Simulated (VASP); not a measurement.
# RbCl (Fm-3m) in VASP: notebook

The runs below take RbCl through single point, with PBE, PBEsol.

Program: VASP 6.6.1. These are calculated values, not measurements. Logs are shortened: lines on timing, memory, paths and dates and some standing lists are left out, and cuts for length are marked.

**1. The cell of the first run**

Symmetry: Fm-3m, No. 225, cubic system. The conventional cell has a = 6.617 Å, b = 6.617 Å, c = 6.617 Å, α = 90.00°, β = 90.00°, γ = 90.00°. Rb (site symmetry m-3m) has 6 Cl at 3.31 Å within 4.4 Å. Within 4.4 Å of Cl (site symmetry m-3m) lie 6 Rb at 3.31 Å.

**2. Single point, PBE**

The input, INCAR:

```
SYSTEM = RbCl
PREC     = Accurate       ! precision mode
ENCUT    = 500            ! plane-wave cutoff, eV
EDIFF    = 1E-6           ! SCF threshold, eV
ISMEAR   = -1             ! smearing method
SIGMA    = 0.17           ! smearing width, eV
LREAL    = .False.        ! projectors in reciprocal space
LASPH    = .True.         ! aspherical terms in the spheres
NELM     = 120            ! most SCF steps
ALGO     = Normal         ! electronic algorithm
ISIF     = 2              ! what is computed and relaxed
LWAVE    = .False.        ! write WAVECAR
LCHARG   = .True.         ! write CHGCAR
GGA      = PE             ! functional
LELF     = .True.         ! ELF
LVHAR    = .True.       
NBANDS   = 15             ! bands
GGA_COMPAT= .False.
```

The input, KPOINTS:

```
Automatic mesh
0
Gamma
  1 1 1
  0 0 0
```

The input, POSCAR:

```
RbCl
1.0
    0.0000000000      3.3087073290      3.3087073290
    3.3087073290      0.0000000000      3.3087073290
    3.3087073290      3.3087073290      0.0000000000
Rb Cl
1 1
Direct
    0.0000000000      0.0000000000      0.0000000000
    0.5000000000      0.5000000000      0.5000000000
```

Potentials or basis: VASP PAW PBE potentials, release 64 (Rb_sv, Cl).

Command:

```
cat potpaw_PBE.64/Rb_sv/POTCAR potpaw_PBE.64/Cl/POTCAR > POTCAR
mpirun -np 1 vasp_gam > vasp.out
```

OUTCAR:

```text
SYSTEM = RbCl
   PREC = Accurate
   ENCUT = 500
   EDIFF = 1E-6
   ISMEAR = -1
   LREAL = .False.
   LASPH = .True.
   NELM = 120
   ISIF = 2
   GGA = PE

 ion  position               nearest neighbor table
   1  0.000  0.000  0.000-   2 3.31   2 3.31   2 3.31   2 3.31   2 3.31   2 3.31
   2  0.500  0.500  0.500-   1 3.31   1 3.31   1 3.31   1 3.31   1 3.31   1 3.31

  LATTYP: Found a face centered cubic cell.
 ALAT       =     6.6174146580

  Lattice vectors:

 A1 = (   0.0000000000,   3.3087073290,   3.3087073290)
 A2 = (   3.3087073290,   0.0000000000,   3.3087073290)
 A3 = (   3.3087073290,   3.3087073290,   0.0000000000)

Analysis of symmetry for initial positions (statically):
=====================================================================
 Subroutine PRICEL returns:
 Original cell was already a primitive cell.

 Routine SETGRP: Setting up the symmetry group for a
 face centered cubic supercell.

 Subroutine GETGRP returns: Found 48 space group operations
 (whereof 48 operations were pure point group operations)
 out of a pool of 48 trial point group operations.

The static configuration has the point symmetry O_h .

Analysis of symmetry for dynamics (positions and initial velocities):
=====================================================================
 Subroutine PRICEL returns:
 Original cell was already a primitive cell.

 Routine SETGRP: Setting up the symmetry group for a
 face centered cubic supercell.

 Subroutine GETGRP returns: Found 48 space group operations
 (whereof 48 operations were pure point group operations)
 out of a pool of 48 trial point group operations.

The dynamic configuration has the point symmetry O_h .

 Subroutine INISYM returns: Found 48 space group operations
 (whereof 48 operations are pure point group operations),
 and found     1 'primitive' translations

----------------------------------------------------------------------------------------

                                     Primitive cell

  volume of cell :      72.4444

  direct lattice vectors                    reciprocal lattice vectors
     0.000000000  3.308707329  3.308707329    -0.151116418  0.151116418  0.151116418
     3.308707329  0.000000000  3.308707329     0.151116418 -0.151116418  0.151116418
     3.308707329  3.308707329  0.000000000     0.151116418  0.151116418 -0.151116418

  length of vectors
     4.679218779  4.679218779  4.679218779     0.261741314  0.261741314  0.261741314

  position of ions in fractional coordinates (direct lattice)
     0.000000000  0.000000000  0.000000000
     0.500000000  0.500000000  0.500000000

  ion indices of the primitive-cell ions
   primitive index   ion index
                 1           1
                 2           2

----------------------------------------------------------------------------------------

 KPOINTS: Automatic mesh

Automatic generation of k-mesh.
 Grid dimensions read from file:
 generate k-points for:    1    1    1

 Generating k-lattice:

  Cartesian coordinates                     Fractional coordinates (reciprocal lattice)
    -0.151116418  0.151116418  0.151116418     1.000000000  0.000000000  0.000000000
     0.151116418 -0.151116418  0.151116418     0.000000000  1.000000000  0.000000000
     0.151116418  0.151116418 -0.151116418     0.000000000  0.000000000  1.000000000

  Length of vectors
     0.261741314  0.261741314  0.261741314

  Shift w.r.t. Gamma in fractional coordinates (k-lattice)
     0.000000000  0.000000000  0.000000000

 Subroutine IBZKPT returns following result:
 ===========================================

 Found      1 irreducible k-points:

 Following reciprocal coordinates:
            Coordinates               Weight
  0.000000  0.000000  0.000000      1.000000
   k-points           NKPTS =      1   k-points in BZ     NKDIM =      1   number of bands    NBANDS=     15
   number of dos      NEDOS =    301   number of ions     NIONS =      2
   total plane-waves  NPLWV =  46656
   dimension x,y,z NGX =    36 NGY =   36 NGZ =   36
   dimension x,y,z NGXF=    72 NGYF=   72 NGZF=   72
   ions per type =               1   1
   NGX,Y,Z   is equivalent  to a cutoff of  12.79, 12.79, 12.79 a.u.
   NGXF,Y,Z  is equivalent  to a cutoff of  25.58, 25.58, 25.58 a.u.
 SYSTEM =  RbCl
   PREC   = accura    normal or accurate (medium, high low for compatibility)
   ISTART =      0    job   : 0-new  1-cont  2-samecut
   ICHARG =      2    charge: 1-file 2-atom 10-const
   ISPIN  =      1    spin polarized calculation?
   LNONCOLLINEAR =      F non collinear calculations
   LSORBIT =      F    spin-orbit coupling
   LASPH  =      T    aspherical Exc in radial PAW
   ENCUT  =  500.0 eV  36.75 Ry    6.06 a.u.   8.53  8.53  8.53*2*pi/ulx,y,z
   NELM   =    120;   NELMIN=  2; NELMDL= -5     # of ELM steps
   EDIFF  = 0.1E-05   stopping-criterion for ELM
   LREAL  =      F    real-space projection
   EDIFFG = 0.1E-04   stopping-criterion for IOM
   NSW    =      0    number of steps for IOM
   IBRION =     -1    ionic relax: 0-MD 1-quasi-New 2-CG
   NFREE  =      0    steps in history (QN), initial steepest desc. (CG)
   ISIF   =      2    stress and relaxation
   ISYM   =      2    0-nonsym 1-usesym 2-fastsym
   POTIM  = 0.5000    time-step for ionic-motion
   TEBEG  =    0.0;   TEEND  =   0.0 temperature during run
   PSTRESS=    0.0 pullay stress
   NELECT =      16.0000    total number of electrons
   NUPDOWN=      -1.0000    fix difference up-down
   EMIN   =  10.00;   EMAX   =-10.00  energy-range for DOS
   EFERMI =   0.00;   METHOD = LEGACY
   ISMEAR =    -1;   SIGMA  =   0.17  broadening in eV -4-tet -1-fermi 0-gaus
   EFERMI_NEDOS =   21; number of points for ismear=-14 and -15
   IALGO  =     38    algorithm
   IMIX   =      4    mixing-type and parameters
     AMIX     =   0.40;   BMIX     =  1.00
     AMIX_MAG =   1.60;   BMIX_MAG =  1.00
  volume/ion in A,a.u.               =      36.22       244.44
  Fermi-wavevector in a.u.,A,eV,Ry     =   0.989570  1.870016 13.323486  0.979249
  Thomas-Fermi vector in A             =   2.121178
   LORBIT       =      0    0 simple, 1 ext, 2 COOP (PROOUT), +10 PAW based schemes
   GGA     = PE    functional components
   LHFCALC =     F    Hartree Fock is set to
   AEXX    =    0.0000 exact exchange contribution
   IVDW    =     0    specifies the selected vdW correction
   LEPSILON=     F    determine dielectric tensor
   LRPA    =     F    only Hartree local field effects (RPA)
 non-spin polarized calculation
  energy-cutoff  :      500.00
  volume of cell :       72.44
 maximum number of plane-waves:       919
 NGX is ok and might be reduce to    36
   NGX = 17   NGY = 17   NGZ = 17

 number of electron      16.0000002 magnetization

 Free energy of the ion-electron system (eV)
  ---------------------------------------------------
  ext. energy  EPLUGINS =         0.00000000
  ---------------------------------------------------
  free energy    TOTEN  =        -4.26524551 eV

  energy without entropy =       -4.26515851  energy(sigma->0) =       -4.26520201

 E-fermi :   1.1647     XC(G=0):  -7.1555

 val. band max:       -0.9831383095   @ k =   0.0000   0.0000   0.0000
 cond. band min:       3.1256868624   @ k =   0.0000   0.0000   0.0000
 fundamental gap:      4.1088251718
 Fermi energy:         1.1646569240

 k-point     1 :       0.0000    0.0000    0.0000
  band No.  band energies     occupation
      1     -25.9924      2.00000
      2     -12.7909      2.00000
      3     -10.0461      2.00000
      4     -10.0461      2.00000
      5     -10.0461      2.00000
      6      -0.9831      1.99999
      7      -0.9831      1.99999
      8      -0.9831      1.99999
      9       3.1257      0.00002
     10       6.1075      0.00000
     11       6.1075      0.00000
     12       6.1075      0.00000
     13       7.1476      0.00000
     14       7.1476      0.00000
     15       9.9857      0.00000

------------------------ aborting loop because EDIFF is reached ----------------------------------------

  FORCE on cell =-STRESS in cart. coord.  units (eV):
  Direction    XX          YY          ZZ          XY          YZ          ZX
  --------------------------------------------------------------------------------------
  -------------------------------------------------------------------------------------
  Total        4.5864934      4.5864934      4.5864934      0.0000000      0.0000000      0.0000000
  in kB      101.4346413    101.4346413    101.4346413      0.0000000      0.0000000      0.0000000
  external PRESSURE =     101.4346413 kB  Pullay stress =       0.0000000 kB

 VOLUME and BASIS-vectors are now :
 -----------------------------------------------------------------------------
  energy-cutoff  :      500.00
  volume of cell :       72.44
      direct lattice vectors                 reciprocal lattice vectors
     0.000000000  3.308707329  3.308707329    -0.151116418  0.151116418  0.151116418
     3.308707329  0.000000000  3.308707329     0.151116418 -0.151116418  0.151116418
     3.308707329  3.308707329  0.000000000     0.151116418  0.151116418 -0.151116418

 POSITION                                       TOTAL-FORCE (eV/Angst)
 -----------------------------------------------------------------------------------
      0.00000      0.00000      0.00000         0.000000      0.000000      0.000000
      3.30871      3.30871      3.30871        -0.000000     -0.000000     -0.000000
 -----------------------------------------------------------------------------------
    total drift:                                0.000000      0.000000      0.000000

  FREE ENERGIE OF THE ION-ELECTRON SYSTEM (eV)
  ---------------------------------------------------
  free  energy   TOTEN  =        -4.2652455063 eV

  energy  without entropy=       -4.2651585142  energy(sigma->0) =       -4.26520201
```

Run time: 4.7 s. Hardware: 1 thread of Intel Xeon Platinum 8559C (Emerald Rapids), shared host; peak memory 0.19 GiB.

What came out:

| Item | Value |
| --- | --- |
| Free energy | -4.2652 eV |
| Pressure | 10.1 GPa |
| Band gap on the k mesh | 4.11 eV |

Caveat: the k points lie up to 1.64 Å⁻¹ apart.

**3. Single point, PBEsol**

The input, INCAR:

```
PREC = Accurate
ENCUT = 500
EDIFF = 1E-6
ISMEAR = 0
SIGMA = 0.1
LREAL = False
LASPH = True
NELM = 120
ALGO = Normal
ISIF = 2
LWAVE = False
LCHARG = False
GGA = PS
NBANDS = 15
GGA_COMPAT = False
```

The input, KPOINTS:

```
regular mesh
0
Gamma
  2 2 2
```

The input, POSCAR:

```
RbCl
1.0
    0.0000000000      3.3087073290      3.3087073290
    3.3087073290      0.0000000000      3.3087073290
    3.3087073290      3.3087073290      0.0000000000
Rb Cl
1 1
Direct
    0.2020000000      0.9370000000      0.8080000000
    0.7020000000      1.4370000000      1.3080000000
```

Potentials or basis: VASP PAW PBE potentials, release 64 (Rb_sv, Cl).

Command:

```
cat potpaw_PBE.64/Rb_sv/POTCAR potpaw_PBE.64/Cl/POTCAR > POTCAR
mpirun -np 1 vasp_std > vasp.out
```

It took 5 s on 1 thread of Intel Xeon Platinum 8559C (Emerald Rapids), shared host; peak memory 0.19 GiB.

It converged, with:

```
Free energy            : -6.8468 eV
Pressure               : -0.3 GPa
Band gap on the k mesh : 4.77 eV, direct
```

Levels at points of the mesh, in eV from the valence-band top:
| k point | band 6 | band 7 | band 8 | band 9 | band 10 | band 11 |
| --- | --- | --- | --- | --- | --- | --- |
| (0.00, 0.00, 0.00) | 0.00 | 0.00 | 0.00 | 4.77 | 7.86 | 7.86 |
| (0.50, 0.00, 0.00) | -0.87 | -0.34 | -0.34 | 7.53 | 7.79 | 9.99 |
| (0.50, 0.50, 0.00) | -0.34 | -0.11 | -0.11 | 6.07 | 7.84 | 9.46 |

Caveat: the k points lie up to 0.82 Å⁻¹ apart; the PAW data sets were made with another functional, which shifts forces and pressure a little. As with any semilocal functional, this PBEsol gap is likely too small.
